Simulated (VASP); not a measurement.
Runs of VASP 6.6.1 on TaAs. The structure is that of space group P4/mmm (No. 123), or close to it. The cells are those of the table. The cell was generated, and may not be a known phase.

```tsv
task	cell	k mesh	cutoff (eV)	gap on the mesh (eV)	pressure (GPa)	relaxed volume (Å³/atom)
single point	a = 2.782, b = 2.782, c = 5.222 Å, 2 atoms	6 × 6 × 4	520	none	0.2	-
single point	a = 2.670, b = 2.670, c = 5.403 Å, 2 atoms	6 × 6 × 4	520	none	5.9	-
relaxation of cell and atoms	relaxed from a = 2.782, b = 2.782, c = 5.222 Å, 2 atoms	20 × 20 × 12	600	none	0.0	(a)
single point	a = 2.820, b = 2.820, c = 5.150 Å, 2 atoms	20 × 20 × 12	520	none	0.2	-
relaxation of cell and atoms	relaxed from a = 2.670, b = 2.670, c = 5.403 Å, 2 atoms	6 × 6 × 4	600	none	0.0	20.24
```

Alike in all rows: level PBE; potentials or basis VASP PAW PBE potentials, release 64 (Ta_pv, As); no spin polarisation; smearing gaussian 0.1 eV.

Task: Estimate the missing entries.

Result: (a) 20.51.

Caveats: some runs use coarse meshes; spin-orbit coupling is left out, which moves the levels of the heavy elements.

A k mesh can miss the band edges, and the runs leave out spin-orbit coupling on As, Ta.

A gap of «none» marks levels without a gap at the run's occupations.
